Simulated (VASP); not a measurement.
# NiO2 (Fd-3m) in VASP: single point with PBEsol

Aim: the single point of NiO2 with PBEsol.

Program: VASP 6.6.1. These are calculated values, not measurements. Logs are shortened: lines on timing, memory, paths and dates and some standing lists are left out, and cuts for length are marked.

**1. The cell of the first run**

The structure is cubic, space group Fd-3m (No. 227). The conventional cell has a = 7.861 Å, b = 7.861 Å, c = 7.861 Å, α = 90.00°, β = 90.00°, γ = 90.00°. Within 2.5 Å of Ni (site symmetry -3m) lie 6 O at 1.86 Å. O (site symmetry 3m) has 3 Ni at 1.86 Å and 3 O at 2.46 Å within 2.5 Å.

**2. Single point, PBEsol**

File INCAR:

```
PREC = Accurate
ENCUT = 520
EDIFF = 1E-6
ISMEAR = 0
SIGMA = 0.05
LREAL = False
LASPH = True
NELM = 100
ALGO = Normal
ISIF = 2
LWAVE = False
LCHARG = False
GGA = PS
NBANDS = 56
```

File KPOINTS:

```
Automatic mesh
0
Gamma
  6 6 6
```

File POSCAR:

```
NiO2
1.0
    0.0000000000      3.9304490342      3.9304490342
    3.9304490342      0.0000000000      3.9304490342
    3.9304490342      3.9304490342      0.0000000000
Ni O
4 8
Direct
    0.6250000000      0.6250000000      0.6250000000
    0.6250000000      0.6250000000      0.1250000000
    0.6250000000      0.1250000000      0.6250000000
    0.1250000000      0.6250000000      0.6250000000
    0.4174801637      0.8608399454      0.8608399454
    0.8608399454      0.8608399454      0.8608399454
    0.8325198363      0.3891600546      0.3891600546
    0.3891600546      0.3891600546      0.8325198363
    0.3891600546      0.3891600546      0.3891600546
    0.3891600546      0.8325198363      0.3891600546
    0.8608399454      0.8608399454      0.4174801637
    0.8608399454      0.4174801637      0.8608399454
```

Potentials or basis: VASP PAW PBE potentials, release 64 (Ni, O).

The run is started by

```console
$ cat potpaw_PBE.64/Ni/POTCAR potpaw_PBE.64/O/POTCAR > POTCAR
$ mpirun -np 1 vasp_std > vasp.out
```

OUTCAR:

```text
PREC = Accurate
   ENCUT = 520
   EDIFF = 1E-6
   ISMEAR = 0
   LREAL = False
   LASPH = True
   NELM = 100
   ISIF = 2
   GGA = PS

 ion  position               nearest neighbor table
   1  0.625  0.625  0.625-   5 1.86   7 1.86   8 1.86  10 1.86  11 1.86  12 1.86   2 2.78   3 2.78
                             4 2.78   2 2.78   3 2.78   4 2.78
   2  0.625  0.625  0.125-   6 1.86   9 1.86   7 1.86   5 1.86  10 1.86  12 1.86   1 2.78   1 2.78
                             3 2.78   4 2.78   3 2.78   4 2.78
   3  0.625  0.125  0.625-   6 1.86   9 1.86   7 1.86   8 1.86   5 1.86  11 1.86   1 2.78   2 2.78
                             1 2.78   2 2.78   4 2.78   4 2.78
   4  0.125  0.625  0.625-   6 1.86   9 1.86   8 1.86  10 1.86  11 1.86  12 1.86   1 2.78   2 2.78
                             3 2.78   1 2.78   2 2.78   3 2.78
   5  0.417  0.861  0.861-   1 1.86   2 1.86   3 1.86
   6  0.861  0.861  0.861-   2 1.86   3 1.86   4 1.86
   7  0.833  0.389  0.389-   1 1.86   2 1.86   3 1.86
   8  0.389  0.389  0.833-   1 1.86   3 1.86   4 1.86
   9  0.389  0.389  0.389-   2 1.86   3 1.86   4 1.86
  10  0.389  0.833  0.389-   1 1.86   2 1.86   4 1.86
  11  0.861  0.861  0.417-   1 1.86   3 1.86   4 1.86
  12  0.861  0.417  0.861-   1 1.86   2 1.86   4 1.86

  LATTYP: Found a face centered cubic cell.
 ALAT       =     7.8608980684

  Lattice vectors:

 A1 = (   0.0000000000,   3.9304490342,   3.9304490342)
 A2 = (   3.9304490342,   0.0000000000,   3.9304490342)
 A3 = (   3.9304490342,   3.9304490342,   0.0000000000)

Analysis of symmetry for initial positions (statically):
=====================================================================
 Subroutine PRICEL returns:
 Original cell was already a primitive cell.

 Routine SETGRP: Setting up the symmetry group for a
 face centered cubic supercell.

 Subroutine GETGRP returns: Found 48 space group operations
 (whereof 24 operations were pure point group operations)
 out of a pool of 48 trial point group operations.

The static configuration has the point symmetry T_d .
 The point group associated with its full space group is O_h .

Analysis of symmetry for dynamics (positions and initial velocities):
=====================================================================
 Subroutine PRICEL returns:
 Original cell was already a primitive cell.

 Routine SETGRP: Setting up the symmetry group for a
 face centered cubic supercell.

 Subroutine GETGRP returns: Found 48 space group operations
 (whereof 24 operations were pure point group operations)
 out of a pool of 48 trial point group operations.

The dynamic configuration has the point symmetry T_d .
 The point group associated with its full space group is O_h .

 Subroutine INISYM returns: Found 48 space group operations
 (whereof 24 operations are pure point group operations),
 and found     1 'primitive' translations

----------------------------------------------------------------------------------------

                                     Primitive cell

  volume of cell :     121.4385

  direct lattice vectors                    reciprocal lattice vectors
     0.000000000  3.930449034  3.930449034    -0.127211928  0.127211928  0.127211928
     3.930449034  0.000000000  3.930449034     0.127211928 -0.127211928  0.127211928
     3.930449034  3.930449034  0.000000000     0.127211928  0.127211928 -0.127211928

  length of vectors
     5.558494330  5.558494330  5.558494330     0.220337523  0.220337523  0.220337523

  position of ions in fractional coordinates (direct lattice)
     0.625000000  0.625000000  0.625000000
     0.625000000  0.625000000  0.125000000
     0.625000000  0.125000000  0.625000000
     0.125000000  0.625000000  0.625000000
     0.417480164  0.860839945  0.860839945
     0.860839945  0.860839945  0.860839945
     0.832519836  0.389160055  0.389160055
     0.389160055  0.389160055  0.832519836
     0.389160055  0.389160055  0.389160055
     0.389160055  0.832519836  0.389160055
     0.860839945  0.860839945  0.417480164
     0.860839945  0.417480164  0.860839945

  ion indices of the primitive-cell ions
   primitive index   ion index
                 1           1
                 2           2
                 3           3
                 4           4
                 5           5
                 6           6
                 7           7
                 8           8
                 9           9
                10          10
                11          11
                12          12

----------------------------------------------------------------------------------------

 KPOINTS: Automatic mesh

Automatic generation of k-mesh.
 Grid dimensions read from file:
 generate k-points for:    6    6    6

 Generating k-lattice:

  Cartesian coordinates                     Fractional coordinates (reciprocal lattice)
    -0.021201988  0.021201988  0.021201988     0.166666667  0.000000000  0.000000000
     0.021201988 -0.021201988  0.021201988     0.000000000  0.166666667  0.000000000
     0.021201988  0.021201988 -0.021201988     0.000000000  0.000000000  0.166666667

  Length of vectors
     0.036722920  0.036722920  0.036722920

  Shift w.r.t. Gamma in fractional coordinates (k-lattice)
     0.000000000  0.000000000  0.000000000

 Subroutine IBZKPT returns following result:
 ===========================================

 Found     16 irreducible k-points:

 Following reciprocal coordinates:
            Coordinates               Weight
  0.000000  0.000000  0.000000      1.000000
  0.166667  0.000000  0.000000      8.000000
  0.333333  0.000000  0.000000      8.000000
  0.500000  0.000000  0.000000      4.000000
  0.166667  0.166667  0.000000      6.000000
  0.333333  0.166667  0.000000     24.000000
[... 8 lines left out ...]
 -0.333333  0.333333  0.166667     24.000000
 -0.333333  0.500000  0.166667     12.000000
   k-points           NKPTS =     16   k-points in BZ     NKDIM =     16   number of bands    NBANDS=     56
   number of dos      NEDOS =    301   number of ions     NIONS =     12
   total plane-waves  NPLWV =  74088
   dimension x,y,z NGX =    42 NGY =   42 NGZ =   42
   dimension x,y,z NGXF=    84 NGYF=   84 NGZF=   84
   ions per type =               4   8
   NGX,Y,Z   is equivalent  to a cutoff of  12.56, 12.56, 12.56 a.u.
   NGXF,Y,Z  is equivalent  to a cutoff of  25.12, 25.12, 25.12 a.u.
 SYSTEM =  unknown system
   PREC   = accura    normal or accurate (medium, high low for compatibility)
   ISTART =      0    job   : 0-new  1-cont  2-samecut
   ICHARG =      2    charge: 1-file 2-atom 10-const
   ISPIN  =      1    spin polarized calculation?
   LNONCOLLINEAR =      F non collinear calculations
   LSORBIT =      F    spin-orbit coupling
   LASPH  =      T    aspherical Exc in radial PAW
   ENCUT  =  520.0 eV  38.22 Ry    6.18 a.u.  10.34 10.34 10.34*2*pi/ulx,y,z
   NELM   =    100;   NELMIN=  2; NELMDL= -5     # of ELM steps
   EDIFF  = 0.1E-05   stopping-criterion for ELM
   LREAL  =      F    real-space projection
   EDIFFG = 0.1E-04   stopping-criterion for IOM
   NSW    =      0    number of steps for IOM
   IBRION =     -1    ionic relax: 0-MD 1-quasi-New 2-CG
   NFREE  =      0    steps in history (QN), initial steepest desc. (CG)
   ISIF   =      2    stress and relaxation
   ISYM   =      2    0-nonsym 1-usesym 2-fastsym
   POTIM  = 0.5000    time-step for ionic-motion
   TEBEG  =    0.0;   TEEND  =   0.0 temperature during run
   PSTRESS=    0.0 pullay stress
   NELECT =      88.0000    total number of electrons
   NUPDOWN=      -1.0000    fix difference up-down
   EMIN   =  10.00;   EMAX   =-10.00  energy-range for DOS
   EFERMI =   0.00;   METHOD = LEGACY
   ISMEAR =     0;   SIGMA  =   0.05  broadening in eV -4-tet -1-fermi 0-gaus
   EFERMI_NEDOS =   21; number of points for ismear=-14 and -15
   IALGO  =     38    algorithm
   IMIX   =      4    mixing-type and parameters
     AMIX     =   0.40;   BMIX     =  1.00
     AMIX_MAG =   1.60;   BMIX_MAG =  1.00
  volume/ion in A,a.u.               =      10.12        68.29
  Fermi-wavevector in a.u.,A,eV,Ry     =   1.470450  2.778747 29.418827  2.162223
  Thomas-Fermi vector in A             =   2.585705
   LORBIT       =      0    0 simple, 1 ext, 2 COOP (PROOUT), +10 PAW based schemes
   GGA     = PS    functional components
   LHFCALC =     F    Hartree Fock is set to
   AEXX    =    0.0000 exact exchange contribution
   IVDW    =     0    specifies the selected vdW correction
   LEPSILON=     F    determine dielectric tensor
   LRPA    =     F    only Hartree local field effects (RPA)
 non-spin polarized calculation
 Gauss-broadening in eV      SIGMA  =   0.05
  energy-cutoff  :      520.00
  volume of cell :      121.44
 maximum number of plane-waves:      3290
 NGX is ok and might be reduce to    42
   NGX = 21   NGY = 21   NGZ = 21

 number of electron      87.9999957 magnetization

 Free energy of the ion-electron system (eV)
  ---------------------------------------------------
  ext. energy  EPLUGINS =         0.00000000
  ---------------------------------------------------
  free energy    TOTEN  =       -74.95139385 eV

  energy without entropy =      -74.95139385  energy(sigma->0) =      -74.95139385

 E-fermi :   2.9904     XC(G=0): -11.2236

 val. band max:        2.7143802995   @ k =  -0.3333   0.3333   0.0000
 cond. band min:       3.8425188098   @ k =   0.5000   0.5000   0.0000
 fundamental gap:      1.1281385103
 Fermi energy:         2.9903695218

 k-point     1 :       0.0000    0.0000    0.0000
  band No.  band energies     occupation
      1     -16.8097      2.00000
      2     -15.1837      2.00000
      3     -14.6283      2.00000
      4     -14.6283      2.00000
      5     -14.6283      2.00000
      6     -14.4299      2.00000
[... 933 lines left out ...]
     55      14.7514      0.00000
     56      14.7514      0.00000

------------------------ aborting loop because EDIFF is reached ----------------------------------------

  FORCE on cell =-STRESS in cart. coord.  units (eV):
  Direction    XX          YY          ZZ          XY          YZ          ZX
  --------------------------------------------------------------------------------------
  -------------------------------------------------------------------------------------
  Total        0.4889101      0.4889101      0.4889101      0.0000000      0.0000000     -0.0000000
  in kB        6.4503477      6.4503477      6.4503477      0.0000000      0.0000000     -0.0000000
  external PRESSURE =       6.4503477 kB  Pullay stress =       0.0000000 kB

 VOLUME and BASIS-vectors are now :
 -----------------------------------------------------------------------------
  energy-cutoff  :      520.00
  volume of cell :      121.44
      direct lattice vectors                 reciprocal lattice vectors
     0.000000000  3.930449034  3.930449034    -0.127211928  0.127211928  0.127211928
     3.930449034  0.000000000  3.930449034     0.127211928 -0.127211928  0.127211928
     3.930449034  3.930449034  0.000000000     0.127211928  0.127211928 -0.127211928

 POSITION                                       TOTAL-FORCE (eV/Angst)
 -----------------------------------------------------------------------------------
      4.91306      4.91306      4.91306        -0.000000     -0.000000     -0.000000
      2.94784      2.94784      4.91306        -0.000000     -0.000000     -0.000000
      2.94784      4.91306      2.94784        -0.000000     -0.000000     -0.000000
      4.91306      2.94784      2.94784        -0.000000     -0.000000     -0.000000
      6.76698      5.02437      5.02437         0.040350     -0.040350     -0.040350
      6.76698      6.76698      6.76698         0.040350      0.040350      0.040350
      3.05915      4.80175      4.80175        -0.040350      0.040350      0.040350
      4.80175      4.80175      3.05915         0.040350      0.040350     -0.040350
      3.05915      3.05915      3.05915        -0.040350     -0.040350     -0.040350
      4.80175      3.05915      4.80175         0.040350     -0.040350      0.040350
      5.02437      5.02437      6.76698        -0.040350     -0.040350      0.040350
      5.02437      6.76698      5.02437        -0.040350      0.040350     -0.040350
 -----------------------------------------------------------------------------------
    total drift:                                0.000000      0.000000      0.000000

  FREE ENERGIE OF THE ION-ELECTRON SYSTEM (eV)
  ---------------------------------------------------
  free  energy   TOTEN  =       -74.9513938455 eV

  energy  without entropy=      -74.9513938455  energy(sigma->0) =      -74.95139385
```

It took 5.1 min on 1 thread of AMD EPYC 7R13, shared host; peak memory 0.26 GiB.

Results:

```yaml
Free_energy: -74.9514 eV
Pressure: 0.6 GPa
Largest_force: 0.070 eV/Å
Band_gap_on_the_k_mesh: 1.13 eV (least direct gap 1.20 eV)
```

Forces in eV/Å, atoms in the order of the input:
```
Ni   0.000  0.000  0.000
Ni   0.000  0.000  0.000
Ni   0.000  0.000  0.000
Ni   0.000  0.000  0.000
O    0.040 -0.040 -0.040
O    0.040  0.040  0.040
O   -0.040  0.040  0.040
O    0.040  0.040 -0.040
O   -0.040 -0.040 -0.040
O    0.040 -0.040  0.040
O   -0.040 -0.040  0.040
O   -0.040  0.040 -0.040
```

Levels at points of the mesh, in eV from the valence-band top:
```tsv
k point	band 42	band 43	band 44	band 45	band 46	band 47
(0.00, 0.00, 0.00)	-0.49	-0.49	-0.35	2.01	2.01	2.01
(0.50, 0.00, 0.00)	-0.31	-0.31	-0.29	1.69	1.69	1.69
(0.50, 0.50, 0.00)	-0.12	-0.08	-0.08	1.13	1.13	1.58
```

Caveat: the PAW data sets were made with another functional, which shifts forces and pressure a little; the run has no spin polarisation, though such a crystal can be magnetic.
